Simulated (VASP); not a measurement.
# Pt (R-3m) in VASP: further runs

The runs below take Pt through single point, with r2SCAN.

Everything below comes from runs of VASP 6.6.1. Logs are shortened: lines on timing, memory, paths and dates and some standing lists are left out, and cuts for length are marked.

## Step 1: The cell of the first run

The structure is trigonal, space group R-3m (No. 166). The conventional cell has a = 4.439 Å, b = 4.439 Å, c = 5.437 Å, α = 90.00°, β = 90.00°, γ = 120.00°. Pt (site symmetry 3m) has 7 Pt at 2.32 to 2.88 Å within 3.1 Å.

## Step 2: Single point, r2SCAN (mode 4 (144.5 1/cm) frozen in, largest displacement -0.200 Å)

POSCAR reads:

```
Pt
1.0
    0.0000000000     -3.1389727827      0.0000000000
   -3.1389727827      0.0000000000      0.0000000000
    0.0000000000      0.0000000000     -3.1389727827
Pt
2
Direct
    0.5367859366      0.5367859366      0.5367859366
   -0.0367859366     -0.0367859366     -0.0367859366
```

INCAR.step1 reads:

```
SYSTEM = Pt
PREC = Accurate
ENCUT = 520
ISMEAR = 0
SIGMA = 0.15
LREAL = .False.
LASPH = .True.
NELM = 80
NBANDS = 17
GGA = PE
ALGO = Normal
EDIFF = 1E-4
LWAVE = .True.
LCHARG = .False.
```

INCAR.step2 reads:

```
SYSTEM = Pt
PREC = Accurate
ENCUT = 520
EDIFF = 1E-7
ISMEAR = 0
SIGMA = 0.15
LREAL = .False.
LASPH = .True.
NELM = 80
ALGO = Normal
ISIF = 2
LWAVE = .False.
LCHARG = .False.
METAGGA = R2SCAN
LMIXTAU = .True.
NBANDS = 17
ISTART = 1
```

KPOINTS reads:

```
regular mesh
0
Gamma
  20 20 20
  0 0 0
```

Potentials or basis: VASP PAW PBE potentials, release 64 (Pt).

Started as:

```
cat potpaw_PBE.64/Pt/POTCAR > POTCAR
cp INCAR.step1 INCAR
mpirun -np 1 vasp_std > vasp.out
cp INCAR.step2 INCAR
mpirun -np 1 vasp_std > vasp.out
```

OUTCAR:

```text
SYSTEM = Pt
   PREC = Accurate
   ENCUT = 520
   EDIFF = 1E-7
   ISMEAR = 0
   LREAL = .False.
   LASPH = .True.
   NELM = 80
   ISIF = 2
   METAGGA = R2SCAN
   ISTART = 1

 ion  position               nearest neighbor table
   1  0.537  0.537  0.537-   2 2.32   2 2.61   2 2.61   2 2.61   2 2.88   2 2.88   2 2.88   2 3.12

   2  0.963  0.963  0.963-   1 2.32   1 2.61   1 2.61   1 2.61   1 2.88   1 2.88   1 2.88   1 3.12

  LATTYP: Found a simple cubic cell.
 ALAT       =     3.1389727827

  Lattice vectors:

 A1 = (   0.0000000000,  -3.1389727827,   0.0000000000)
 A2 = (  -3.1389727827,   0.0000000000,   0.0000000000)
 A3 = (   0.0000000000,   0.0000000000,  -3.1389727827)

Analysis of symmetry for initial positions (statically):
=====================================================================
 Subroutine PRICEL returns:
 Original cell was already a primitive cell.

 Routine SETGRP: Setting up the symmetry group for a
 simple cubic supercell.

 Subroutine GETGRP returns: Found 12 space group operations
 (whereof  6 operations were pure point group operations)
 out of a pool of 48 trial point group operations.

The static configuration has the point symmetry C_3v.
 The point group associated with its full space group is D_3d.

Analysis of symmetry for dynamics (positions and initial velocities):
=====================================================================
 Subroutine PRICEL returns:
 Original cell was already a primitive cell.

 Routine SETGRP: Setting up the symmetry group for a
 simple cubic supercell.

 Subroutine GETGRP returns: Found 12 space group operations
 (whereof  6 operations were pure point group operations)
 out of a pool of 48 trial point group operations.

The dynamic configuration has the point symmetry C_3v.
 The point group associated with its full space group is D_3d.

 Subroutine INISYM returns: Found 12 space group operations
 (whereof  6 operations are pure point group operations),
 and found     1 'primitive' translations

----------------------------------------------------------------------------------------

                                     Primitive cell

  volume of cell :      30.9288

  direct lattice vectors                    reciprocal lattice vectors
     0.000000000 -3.138972783  0.000000000     0.000000000 -0.318575556  0.000000000
    -3.138972783  0.000000000  0.000000000    -0.318575556  0.000000000  0.000000000
     0.000000000  0.000000000 -3.138972783     0.000000000  0.000000000 -0.318575556

  length of vectors
     3.138972783  3.138972783  3.138972783     0.318575556  0.318575556  0.318575556

  position of ions in fractional coordinates (direct lattice)
     0.536785937  0.536785937  0.536785937
     0.963214063  0.963214063  0.963214063

  ion indices of the primitive-cell ions
   primitive index   ion index
                 1           1
                 2           2

----------------------------------------------------------------------------------------

 KPOINTS: regular mesh

Automatic generation of k-mesh.
 Grid dimensions read from file:
 generate k-points for:   20   20   20

 Generating k-lattice:

  Cartesian coordinates                     Fractional coordinates (reciprocal lattice)
     0.000000000 -0.015928778  0.000000000     0.050000000  0.000000000  0.000000000
    -0.015928778  0.000000000  0.000000000     0.000000000  0.050000000  0.000000000
     0.000000000  0.000000000 -0.015928778     0.000000000  0.000000000  0.050000000

  Length of vectors
     0.015928778  0.015928778  0.015928778

  Shift w.r.t. Gamma in fractional coordinates (k-lattice)
     0.000000000  0.000000000  0.000000000

 Subroutine IBZKPT returns following result:
 ===========================================

 Found    781 irreducible k-points:

 Following reciprocal coordinates:
            Coordinates               Weight
  0.000000  0.000000  0.000000      1.000000
  0.050000  0.000000  0.000000      6.000000
  0.100000  0.000000  0.000000      6.000000
  0.150000  0.000000  0.000000      6.000000
  0.200000  0.000000  0.000000      6.000000
  0.250000  0.000000  0.000000      6.000000
[... 16 lines left out ...]
 -0.050000  0.300000  0.000000     12.000000
  0.350000  0.050000  0.000000     12.000000
 [... further k-points ...]
   k-points           NKPTS =    781   k-points in BZ     NKDIM =    781   number of bands    NBANDS=     17
   number of dos      NEDOS =    301   number of ions     NIONS =      2
   total plane-waves  NPLWV =  13824
   dimension x,y,z NGX =    24 NGY =   24 NGZ =   24
   dimension x,y,z NGXF=    48 NGYF=   48 NGZF=   48
   ions per type =               2
   NGX,Y,Z   is equivalent  to a cutoff of  12.71, 12.71, 12.71 a.u.
   NGXF,Y,Z  is equivalent  to a cutoff of  25.42, 25.42, 25.42 a.u.
 SYSTEM =  Pt
   PREC   = accura    normal or accurate (medium, high low for compatibility)
   ISTART =      1    job   : 0-new  1-cont  2-samecut
   ICHARG =      0    charge: 1-file 2-atom 10-const
   ISPIN  =      1    spin polarized calculation?
   LNONCOLLINEAR =      F non collinear calculations
   LSORBIT =      F    spin-orbit coupling
   LASPH  =      T    aspherical Exc in radial PAW
   ENCUT  =  520.0 eV  38.22 Ry    6.18 a.u.   5.84  5.84  5.84*2*pi/ulx,y,z
   NELM   =     80;   NELMIN=  2; NELMDL=  0     # of ELM steps
   EDIFF  = 0.1E-06   stopping-criterion for ELM
   LREAL  =      F    real-space projection
   EDIFFG = 0.1E-05   stopping-criterion for IOM
   NSW    =      0    number of steps for IOM
   IBRION =     -1    ionic relax: 0-MD 1-quasi-New 2-CG
   NFREE  =      0    steps in history (QN), initial steepest desc. (CG)
   ISIF   =      2    stress and relaxation
   ISYM   =      2    0-nonsym 1-usesym 2-fastsym
   POTIM  = 0.5000    time-step for ionic-motion
   TEBEG  =    0.0;   TEEND  =   0.0 temperature during run
   PSTRESS=    0.0 pullay stress
   NELECT =      20.0000    total number of electrons
   NUPDOWN=      -1.0000    fix difference up-down
   EMIN   =  10.00;   EMAX   =-10.00  energy-range for DOS
   EFERMI =   0.00;   METHOD = LEGACY
   ISMEAR =     0;   SIGMA  =   0.15  broadening in eV -4-tet -1-fermi 0-gaus
   EFERMI_NEDOS =   21; number of points for ismear=-14 and -15
   IALGO  =     38    algorithm
   IMIX   =      4    mixing-type and parameters
     AMIX     =   0.40;   BMIX     =  1.00
     AMIX_MAG =   1.60;   BMIX_MAG =  1.00
  volume/ion in A,a.u.               =      15.46       104.36
  Fermi-wavevector in a.u.,A,eV,Ry     =   1.415676  2.675240 27.267970  2.004139
  Thomas-Fermi vector in A             =   2.537090
   LORBIT       =      0    0 simple, 1 ext, 2 COOP (PROOUT), +10 PAW based schemes
   METAGGA = R2SCAN    functional components
   LHFCALC =     F    Hartree Fock is set to
   AEXX    =    0.0000 exact exchange contribution
   IVDW    =     0    specifies the selected vdW correction
   LEPSILON=     F    determine dielectric tensor
   LRPA    =     F    only Hartree local field effects (RPA)
 non-spin polarized calculation
 Gauss-broadening in eV      SIGMA  =   0.15
  energy-cutoff  :      520.00
  volume of cell :       30.93
 maximum number of plane-waves:       860
   NGX = 11   NGY = 11   NGZ = 11

 number of electron      20.0000001 magnetization

 Free energy of the ion-electron system (eV)
  ---------------------------------------------------
  ext. energy  EPLUGINS =         0.00000000
  ---------------------------------------------------
  free energy    TOTEN  =      -101.99503806 eV

  energy without entropy =     -101.97517560  energy(sigma->0) =     -101.98510683

 E-fermi :  10.6726     XC(G=0): -14.3646

 val. band max:       10.6698095298   @ k =  -0.0500   0.1000   0.4500
 cond. band min:      10.6744457681   @ k =   0.4000   0.3000   0.0000
 fundamental gap:      0.0046362382
 Fermi energy:        10.6725802270

 k-point     1 :       0.0000    0.0000    0.0000
  band No.  band energies     occupation
      1       0.4142      2.00000
      2       3.6504      2.00000
      3       3.6504      2.00000
      4       5.6117      2.00000
      5       6.9123      2.00000
      6       6.9123      2.00000
[... 9 lines left out ...]
     16      28.4007      0.00000
     17      28.4088      0.00000

 k-point     2 :       0.0500    0.0000    0.0000
  band No.  band energies     occupation
      1       0.4684      2.00000
      2       3.6638      2.00000
      3       3.6888      2.00000
      4       5.6122      2.00000
      5       6.9151      2.00000
      6       6.9177      2.00000
[... 9 lines left out ...]
     16      28.3947      0.00000
     17      28.4717      0.00000

 k-point     3 :       0.1000    0.0000    0.0000
  band No.  band energies     occupation
      1       0.6296      2.00000
      2       3.7031      2.00000
      3       3.8010      2.00000
      4       5.6141      2.00000
      5       6.9220      2.00000
      6       6.9334      2.00000
[... 9 lines left out ...]
     16      28.3759      0.00000
     17      28.6519      0.00000

 k-point     4 :       0.1500    0.0000    0.0000
  band No.  band energies     occupation
      1       0.8936      2.00000
      2       3.7672      2.00000
      3       3.9779      2.00000
      4       5.6187      2.00000
      5       6.9258      2.00000
      6       6.9573      2.00000
[... 9 lines left out ...]
     16      28.3455      0.00000
     17      28.9191      0.00000
[... 343 lines left out ...]
      1       2.2480      2.00000
      2       4.1077      2.00000
      3       4.7339      2.00000
      4       5.7227      2.00000
      5       6.6011      2.00000
      6       6.9216      2.00000
[... 9 lines left out ...]
     16      27.7968      0.00000
     17      29.3578      0.00000

 k-point    23 :      -0.0500    0.3000    0.0000
  band No.  band energies     occupation
      1       2.2332      2.00000
      2       4.1019      2.00000
      3       4.6862      2.00000
      4       5.5933      2.00000
      5       6.4403      2.00000
      6       7.1433      2.00000
[... 9 lines left out ...]
     16      28.3681      0.00000
     17      28.9005      0.00000

 k-point    24 :       0.3500    0.0500    0.0000
  band No.  band energies     occupation
      1       2.7888      2.00000
      2       4.2349      2.00000
      3       4.9093      2.00000
      4       5.7482      2.00000
      5       6.3312      2.00000
      6       6.8824      2.00000
[... 9 lines left out ...]
     16      27.5176      0.00000
     17      29.0374      0.00000

 [... further k-points ...]
[... 5 lines left out ...]
  --------------------------------------------------------------------------------------
  -------------------------------------------------------------------------------------
  Total        3.9165696      3.9165696      3.9165696      2.4416988      2.4416988      2.4416988
  in kB      202.8867938    202.8867938    202.8867938    126.4852897    126.4852897    126.4852897
  external PRESSURE =     202.8867938 kB  Pullay stress =       0.0000000 kB

 VOLUME and BASIS-vectors are now :
 -----------------------------------------------------------------------------
  energy-cutoff  :      520.00
  volume of cell :       30.93
      direct lattice vectors                 reciprocal lattice vectors
     0.000000000 -3.138972783  0.000000000     0.000000000 -0.318575556  0.000000000
    -3.138972783  0.000000000  0.000000000    -0.318575556  0.000000000  0.000000000
     0.000000000  0.000000000 -3.138972783     0.000000000  0.000000000 -0.318575556

 POSITION                                       TOTAL-FORCE (eV/Angst)
 -----------------------------------------------------------------------------------
     -1.68496     -1.68496     -1.68496         2.975642      2.975642      2.975642
     -3.02350     -3.02350     -3.02350        -2.975642     -2.975642     -2.975642
 -----------------------------------------------------------------------------------
    total drift:                               -0.000000     -0.000000     -0.000000

  FREE ENERGIE OF THE ION-ELECTRON SYSTEM (eV)
  ---------------------------------------------------
  free  energy   TOTEN  =      -101.9950380628 eV

  energy  without entropy=     -101.9751755958  energy(sigma->0) =     -101.98510683
```

Wall time 22 min (1 thread of Intel Xeon Platinum 8259CL at 2.50GHz (Skylake/Cascade Lake), shared host); peak memory 0.43 GiB.

Results:

```yaml
Free_energy: -101.9950 eV
Pressure: 20.3 GPa
Largest_force: 5.154 eV/Å
Band_gap_on_the_k_mesh: zero (band 10 reaches 11.07 eV, above the bottom of band 11 at 10.39 eV)
```

Forces in eV/Å, atoms in the order of the input:
```
Pt   2.976  2.976  2.976
Pt  -2.976 -2.976 -2.976
```

Stress tensor (GPa, compression positive):
```
20.29 12.65 12.65
12.65 20.29 12.65
12.65 12.65 20.29
```

Caveat: the cell differs from its parent crystal (mode 4 (144.5 1/cm) frozen in, largest displacement -0.200 Å); the PAW data sets were made with another functional, which shifts forces and pressure a little; spin-orbit coupling is left out, which moves the levels of the heavy elements.

## Step 3: Single point, r2SCAN (mode 4 (144.5 1/cm) frozen in, largest displacement +0.075 Å)

POSCAR reads:

```
Pt
1.0
    0.0000000000     -3.1389727827      0.0000000000
   -3.1389727827      0.0000000000      0.0000000000
    0.0000000000      0.0000000000     -3.1389727827
Pt
2
Direct
    0.4862052738      0.4862052738      0.4862052738
    0.0137947262      0.0137947262      0.0137947262
```

INCAR.step1 reads:

```
PREC = Accurate
ENCUT = 520
ISMEAR = 0
SIGMA = 0.15
LREAL = F
LASPH = T
NELM = 60
NBANDS = 17
GGA = PE
ALGO = Normal
EDIFF = 1E-4
LWAVE = T
LCHARG = F
```

INCAR.step2 reads:

```
PREC = Accurate
ENCUT = 520
EDIFF = 1E-6
ISMEAR = 0
SIGMA = 0.15
LREAL = F
LASPH = T
NELM = 60
ALGO = Normal
ISIF = 2
LWAVE = F
LCHARG = F
METAGGA = R2SCAN
LMIXTAU = T
NBANDS = 17
ISTART = 1
```

KPOINTS reads:

```
Automatic mesh
0
Gamma
  20 20 20
```

Potentials or basis: VASP PAW PBE potentials, release 64 (Pt).

Started as:

```
cat potpaw_PBE.64/Pt/POTCAR > POTCAR
cp INCAR.step1 INCAR
mpirun -np 1 vasp_std > vasp.out
cp INCAR.step2 INCAR
mpirun -np 1 vasp_std > vasp.out
```

Wall time 19 min (1 thread of Intel Xeon Platinum 8259CL at 2.50GHz (Skylake/Cascade Lake), shared host); peak memory 0.43 GiB.

Results (log left out):

- Free energy: -102.7365 eV
- Pressure: 3.2 GPa
- Largest force: 1.278 eV/Å
- Band gap on the k mesh: zero (band 10 reaches 11.29 eV, above the bottom of band 11 at 9.75 eV)

Forces on the atoms (eV/Å):
```
Pt  -0.738 -0.738 -0.738
Pt   0.738  0.738  0.738
```

Stress tensor (GPa, compression positive):
```
3.21 1.59 1.59
1.59 3.21 1.59
1.59 1.59 3.21
```

Levels at points of the mesh, in eV from the Fermi level:
| k point | band 7 | band 8 | band 9 | band 10 | band 11 | band 12 | band 13 | band 14 |
| --- | --- | --- | --- | --- | --- | --- | --- | --- |
| (0.00, 0.00, 0.00) | -1.26 | -1.26 | 0.41 | 0.41 | 0.62 | 8.18 | 8.24 | 8.24 |
| (0.50, 0.00, 0.00) | -2.78 | -2.74 | -1.99 | -1.29 | -0.36 | 0.25 | 14.78 | 15.65 |
| (0.50, 0.50, 0.00) | -0.95 | -0.84 | 0.33 | 0.41 | 1.02 | 1.05 | 6.69 | 6.77 |
| (0.50, 0.50, 0.50) | -0.83 | -0.83 | -0.81 | -0.81 | 5.11 | 5.13 | 9.09 | 9.52 |

Caveat: the cell differs from its parent crystal (mode 4 (144.5 1/cm) frozen in, largest displacement +0.075 Å); the PAW data sets were made with another functional, which shifts forces and pressure a little; spin-orbit coupling is left out, which moves the levels of the heavy elements.
